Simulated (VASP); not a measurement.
# KAg (P-6m2) in VASP: a series of runs

KAg is run at these levels: PBE; tasks: single point.

All numbers are computed with VASP 6.6.1; they aren't measurements. Logs are shortened: lines on timing, memory, paths and dates and some standing lists are left out, and cuts for length are marked.

## Step 1: The cell of the first run

It takes space group P-6m2 (No. 187, hexagonal). The conventional cell has a = 3.917 Å, b = 3.917 Å, c = 3.820 Å, α = 90.00°, β = 90.00°, γ = 120.00°. K (site symmetry -6m2) has 6 Ag at 2.96 Å and 2 K at 3.82 Å within 3.9 Å. Ag (site symmetry -6m2) has 6 K at 2.96 Å and 2 Ag at 3.82 Å within 3.9 Å.

## Step 2: Single point, PBE

INCAR reads:

```
SYSTEM = KAg
ALGO = Normal ; EDIFF = 1E-6
ENCUT = 520 ; GGA = PE
ISIF = 2 ; ISMEAR = 0
LASPH = .True. ; LCHARG = .True.
LELF = .True. ; LREAL = .False.
LVHAR = .True. ; LWAVE = .False.
NBANDS = 17 ; NELM = 100
PREC = Accurate ; SIGMA = 0.1
```

KPOINTS reads:

```
k-points
0
Gamma
  6 6 6
  0 0 0
```

POSCAR reads:

```
KAg
1.0
    3.9167915089      0.0000000000      0.0000000000
   -1.9583957544      3.3920409480      0.0000000000
    0.0000000000      0.0000000000      3.8202370945
K Ag
1 1
Direct
    0.0000000000      0.0000000000      0.0000000000
    0.6666666667      0.3333333333      0.5000000000
```

Potentials or basis: VASP PAW PBE potentials, release 64 (K_sv, Ag).

On the command line:

```bash
> cat potpaw_PBE.64/K_sv/POTCAR potpaw_PBE.64/Ag/POTCAR > POTCAR
> mpirun -np 1 vasp_std > vasp.out
```

OUTCAR:

```text
SYSTEM = KAg
   EDIFF = 1E-6
   ENCUT = 520
   GGA = PE
   ISIF = 2
   ISMEAR = 0
   LASPH = .True.
   LREAL = .False.
   NELM = 100
   PREC = Accurate

 ion  position               nearest neighbor table
   1  0.000  0.000  0.000-   2 2.96   2 2.96   2 2.96   2 2.96   2 2.96   2 2.96
   2  0.667  0.333  0.500-   1 2.96   1 2.96   1 2.96   1 2.96   1 2.96   1 2.96

  LATTYP: Found a hexagonal cell.
 ALAT       =     3.9167915089
 C/A-ratio  =     0.9753485948

  Lattice vectors:

 A1 = (   3.9167915089,   0.0000000000,   0.0000000000)
 A2 = (  -1.9583957544,   3.3920409480,   0.0000000000)
 A3 = (   0.0000000000,   0.0000000000,   3.8202370945)

Analysis of symmetry for initial positions (statically):
=====================================================================
 Subroutine PRICEL returns:
 Original cell was already a primitive cell.

 Routine SETGRP: Setting up the symmetry group for a
 hexagonal supercell.

 Subroutine GETGRP returns: Found 12 space group operations
 (whereof 12 operations were pure point group operations)
 out of a pool of 24 trial point group operations.

The static configuration has the point symmetry D_3h.

Analysis of symmetry for dynamics (positions and initial velocities):
=====================================================================
 Subroutine PRICEL returns:
 Original cell was already a primitive cell.

 Routine SETGRP: Setting up the symmetry group for a
 hexagonal supercell.

 Subroutine GETGRP returns: Found 12 space group operations
 (whereof 12 operations were pure point group operations)
 out of a pool of 24 trial point group operations.

The dynamic configuration has the point symmetry D_3h.

 Subroutine INISYM returns: Found 12 space group operations
 (whereof 12 operations are pure point group operations),
 and found     1 'primitive' translations

----------------------------------------------------------------------------------------

                                     Primitive cell

  volume of cell :      50.7554

  direct lattice vectors                    reciprocal lattice vectors
     3.916791509  0.000000000  0.000000000     0.255311011  0.147403881  0.000000000
    -1.958395754  3.392040948  0.000000000     0.000000000  0.294807762  0.000000000
     0.000000000  0.000000000  3.820237094     0.000000000  0.000000000  0.261763858

  length of vectors
     3.916791509  3.916791509  3.820237094     0.294807762  0.294807762  0.261763858

  position of ions in fractional coordinates (direct lattice)
     0.000000000  0.000000000  0.000000000
     0.666666667  0.333333333  0.500000000

  ion indices of the primitive-cell ions
   primitive index   ion index
                 1           1
                 2           2

----------------------------------------------------------------------------------------

 KPOINTS: k-points

Automatic generation of k-mesh.
 Grid dimensions read from file:
 generate k-points for:    6    6    6

 Generating k-lattice:

  Cartesian coordinates                     Fractional coordinates (reciprocal lattice)
     0.042551835  0.024567313  0.000000000     0.166666667  0.000000000  0.000000000
     0.000000000  0.049134627  0.000000000     0.000000000  0.166666667  0.000000000
     0.000000000  0.000000000  0.043627310     0.000000000  0.000000000  0.166666667

  Length of vectors
     0.049134627  0.049134627  0.043627310

  Shift w.r.t. Gamma in fractional coordinates (k-lattice)
     0.000000000  0.000000000  0.000000000

 Subroutine IBZKPT returns following result:
 ===========================================

 Found     28 irreducible k-points:

 Following reciprocal coordinates:
            Coordinates               Weight
  0.000000  0.000000  0.000000      1.000000
  0.166667 -0.000000  0.000000      6.000000
  0.333333 -0.000000  0.000000      6.000000
  0.500000  0.000000  0.000000      3.000000
  0.166667  0.166667  0.000000      6.000000
  0.333333  0.166667  0.000000     12.000000
[... 16 lines left out ...]
  0.166667 -0.000000  0.500000      6.000000
  0.333333 -0.000000  0.500000      6.000000
 [... further k-points ...]
   k-points           NKPTS =     28   k-points in BZ     NKDIM =     28   number of bands    NBANDS=     17
   number of dos      NEDOS =    301   number of ions     NIONS =      2
   total plane-waves  NPLWV =  25200
   dimension x,y,z NGX =    30 NGY =   30 NGZ =   28
   dimension x,y,z NGXF=    60 NGYF=   60 NGZF=   56
   ions per type =               1   1
   NGX,Y,Z   is equivalent  to a cutoff of  12.73, 12.73, 12.18 a.u.
   NGXF,Y,Z  is equivalent  to a cutoff of  25.47, 25.47, 24.37 a.u.
 SYSTEM =  KAg
   PREC   = accura    normal or accurate (medium, high low for compatibility)
   ISTART =      0    job   : 0-new  1-cont  2-samecut
   ICHARG =      2    charge: 1-file 2-atom 10-const
   ISPIN  =      1    spin polarized calculation?
   LNONCOLLINEAR =      F non collinear calculations
   LSORBIT =      F    spin-orbit coupling
   LASPH  =      T    aspherical Exc in radial PAW
   ENCUT  =  520.0 eV  38.22 Ry    6.18 a.u.   7.28  7.28  7.10*2*pi/ulx,y,z
   NELM   =    100;   NELMIN=  2; NELMDL= -5     # of ELM steps
   EDIFF  = 0.1E-05   stopping-criterion for ELM
   LREAL  =      F    real-space projection
   EDIFFG = 0.1E-04   stopping-criterion for IOM
   NSW    =      0    number of steps for IOM
   IBRION =     -1    ionic relax: 0-MD 1-quasi-New 2-CG
   NFREE  =      0    steps in history (QN), initial steepest desc. (CG)
   ISIF   =      2    stress and relaxation
   ISYM   =      2    0-nonsym 1-usesym 2-fastsym
   POTIM  = 0.5000    time-step for ionic-motion
   TEBEG  =    0.0;   TEEND  =   0.0 temperature during run
   PSTRESS=    0.0 pullay stress
   NELECT =      20.0000    total number of electrons
   NUPDOWN=      -1.0000    fix difference up-down
   EMIN   =  10.00;   EMAX   =-10.00  energy-range for DOS
   EFERMI =   0.00;   METHOD = LEGACY
   ISMEAR =     0;   SIGMA  =   0.10  broadening in eV -4-tet -1-fermi 0-gaus
   EFERMI_NEDOS =   21; number of points for ismear=-14 and -15
   IALGO  =     38    algorithm
   IMIX   =      4    mixing-type and parameters
     AMIX     =   0.40;   BMIX     =  1.00
     AMIX_MAG =   1.60;   BMIX_MAG =  1.00
  volume/ion in A,a.u.               =      25.38       171.26
  Fermi-wavevector in a.u.,A,eV,Ry     =   1.200211  2.268070 19.599275  1.440506
  Thomas-Fermi vector in A             =   2.336053
   LORBIT       =      0    0 simple, 1 ext, 2 COOP (PROOUT), +10 PAW based schemes
   GGA     = PE    functional components
   LHFCALC =     F    Hartree Fock is set to
   AEXX    =    0.0000 exact exchange contribution
   IVDW    =     0    specifies the selected vdW correction
   LEPSILON=     F    determine dielectric tensor
   LRPA    =     F    only Hartree local field effects (RPA)
 non-spin polarized calculation
 Gauss-broadening in eV      SIGMA  =   0.10
  energy-cutoff  :      520.00
  volume of cell :       50.76
 maximum number of plane-waves:      1388
 NGX is ok and might be reduce to    30
   NGX = 15   NGY = 15   NGZ = 15

 number of electron      19.9999998 magnetization

 Free energy of the ion-electron system (eV)
  ---------------------------------------------------
  ext. energy  EPLUGINS =         0.00000000
  ---------------------------------------------------
  free energy    TOTEN  =        -2.57286131 eV

  energy without entropy =       -2.57183467  energy(sigma->0) =       -2.57234799

 E-fermi :   3.5058     XC(G=0):  -9.3127

 val. band max:        3.3320291234   @ k =   0.3333   0.3333   0.3333
 cond. band min:       3.5355383767   @ k =   0.3333   0.3333   0.5000
 fundamental gap:      0.2035092532
 Fermi energy:         3.5058067036

 k-point     1 :       0.0000    0.0000    0.0000
  band No.  band energies     occupation
      1     -27.0538      2.00000
      2     -10.5141      2.00000
      3     -10.5141      2.00000
      4     -10.5064      2.00000
      5      -1.3225      2.00000
      6      -0.7738      2.00000
[... 9 lines left out ...]
     16      11.8096      0.00000
     17      13.2443      0.00000

 k-point     2 :       0.1667   -0.0000    0.0000
  band No.  band energies     occupation
      1     -27.0450      2.00000
      2     -10.6172      2.00000
      3     -10.5318      2.00000
      4     -10.5026      2.00000
      5      -1.2652      2.00000
      6      -0.8368      2.00000
[... 9 lines left out ...]
     16      13.1001      0.00000
     17      13.2895      0.00000

 k-point     3 :       0.3333   -0.0000    0.0000
  band No.  band energies     occupation
      1     -27.0273      2.00000
      2     -10.8124      2.00000
      3     -10.5670      2.00000
      4     -10.4947      2.00000
      5      -1.2040      2.00000
      6      -0.9103      2.00000
[... 9 lines left out ...]
     16      12.2237      0.00000
     17      12.6308      0.00000

 k-point     4 :       0.5000    0.0000    0.0000
  band No.  band energies     occupation
      1     -27.0184      2.00000
      2     -10.9051      2.00000
      3     -10.5845      2.00000
      4     -10.4908      2.00000
      5      -1.2190      2.00000
      6      -0.9033      2.00000
[... 9 lines left out ...]
     16      12.1674      0.00000
     17      12.5902      0.00000
[... 343 lines left out ...]
      1     -27.0274      2.00000
      2     -10.8965      2.00000
      3     -10.4875      2.00000
      4     -10.4875      2.00000
      5      -0.9010      2.00000
      6      -0.9010      2.00000
[... 9 lines left out ...]
     16      12.4248      0.00000
     17      13.9492      0.00000

 k-point    23 :       0.1667   -0.0000    0.5000
  band No.  band energies     occupation
      1     -27.0201      2.00000
      2     -10.8692      2.00000
      3     -10.5737      2.00000
      4     -10.5112      2.00000
      5      -0.9314      2.00000
      6      -0.9051      2.00000
[... 9 lines left out ...]
     16      12.5715      0.00000
     17      13.3641      0.00000

 k-point    24 :       0.3333   -0.0000    0.5000
  band No.  band energies     occupation
      1     -27.0053      2.00000
      2     -10.8149      2.00000
      3     -10.7410      2.00000
      4     -10.5580      2.00000
      5      -0.9802      2.00000
      6      -0.9408      2.00000
[... 9 lines left out ...]
     16      12.8408      0.00000
     17      13.5828      0.00000

 [... further k-points ...]

------------------------ aborting loop because EDIFF is reached ----------------------------------------

  FORCE on cell =-STRESS in cart. coord.  units (eV):
  Direction    XX          YY          ZZ          XY          YZ          ZX
  --------------------------------------------------------------------------------------
  -------------------------------------------------------------------------------------
  Total        3.6324709      3.6324709      4.9373156      0.0000000      0.0000000      0.0000000
  in kB      114.6649968    114.6649968    155.8545956      0.0000000      0.0000000      0.0000000
  external PRESSURE =     128.3948631 kB  Pullay stress =       0.0000000 kB

 VOLUME and BASIS-vectors are now :
 -----------------------------------------------------------------------------
  energy-cutoff  :      520.00
  volume of cell :       50.76
      direct lattice vectors                 reciprocal lattice vectors
     3.916791509  0.000000000  0.000000000     0.255311011  0.147403881  0.000000000
    -1.958395754  3.392040948  0.000000000     0.000000000  0.294807762  0.000000000
     0.000000000  0.000000000  3.820237094     0.000000000  0.000000000  0.261763858

 POSITION                                       TOTAL-FORCE (eV/Angst)
 -----------------------------------------------------------------------------------
      0.00000      0.00000      0.00000        -0.000000      0.000000      0.000000
      1.95840      1.13068      1.91012         0.000000     -0.000000      0.000000
 -----------------------------------------------------------------------------------
    total drift:                               -0.000000      0.000000      0.000000

  FREE ENERGIE OF THE ION-ELECTRON SYSTEM (eV)
  ---------------------------------------------------
  free  energy   TOTEN  =        -2.5728613104 eV

  energy  without entropy=       -2.5718346716  energy(sigma->0) =       -2.57234799
```

It took 25 s on 1 thread of Oxide Virtual Turin-like, shared host; peak memory 0.14 GiB.

What came out:

```yaml
Free_energy: -2.5729 eV
Pressure: 12.8 GPa
Band_gap_on_the_k_mesh: zero (band 10 reaches 3.54 eV, above the bottom of band 11 at 3.09 eV)
```

## Step 3: Single point, PBE

This run uses another cell than the first one, of 42.81 Å³/atom, 1.687 times its volume.

INCAR reads:

```
SYSTEM = KAg
ALGO = Normal
EDIFF = 1E-6
ENCUT = 520
GGA = PE
ISIF = 2
ISMEAR = 0
LASPH = .True.
LCHARG = .False.
LREAL = .False.
LWAVE = .False.
NBANDS = 17
NELM = 80
PREC = Accurate
SIGMA = 0.1
```

KPOINTS reads:

```
k-points
0
Gamma
  6 6 4
  0 0 0
```

POSCAR reads:

```
KAg
1.0
    4.7034484714      0.0000000000      0.0000000000
   -2.3517242357      4.0733058616      0.0000000000
    0.0000000000      0.0000000000      4.4685485266
K Ag
1 1
Direct
    0.0000000000      0.0000000000      0.0000000000
    0.6666666667      0.3333333333      0.5000000000
```

Potentials or basis: VASP PAW PBE potentials, release 64 (K_sv, Ag).

On the command line:

```bash
> cat potpaw_PBE.64/K_sv/POTCAR potpaw_PBE.64/Ag/POTCAR > POTCAR
> mpirun -np 1 vasp_std > vasp.out
```

Wall time 40 s (1 thread of Oxide Virtual Turin-like, shared host); peak memory 0.18 GiB.

The run converged. Its results:

```yaml
Free_energy: -3.4355 eV
Pressure: 0.0 GPa
Band_gap_on_the_k_mesh: 0.12 eV, indirect (least direct gap 1.35 eV)
```

Stress tensor (GPa, compression positive):
```
 0.07  0.00  0.00
 0.00  0.07  0.00
 0.00  0.00 -0.04
```

Levels at points of the mesh, in eV from the valence-band top:
| k point | band 8 | band 9 | band 10 | band 11 | band 12 | band 13 |
| --- | --- | --- | --- | --- | --- | --- |
| (0.00, 0.00, 0.00) | -3.35 | -3.35 | -2.81 | 4.25 | 4.31 | 4.31 |
| (0.50, 0.00, 0.00) | -3.37 | -3.27 | -1.02 | 0.52 | 4.23 | 4.32 |
| (0.00, 0.00, 0.50) | -3.38 | -3.37 | -1.23 | 0.12 | 5.39 | 5.39 |
| (0.50, 0.00, 0.50) | -3.27 | -3.25 | -0.20 | 1.77 | 1.85 | 3.68 |
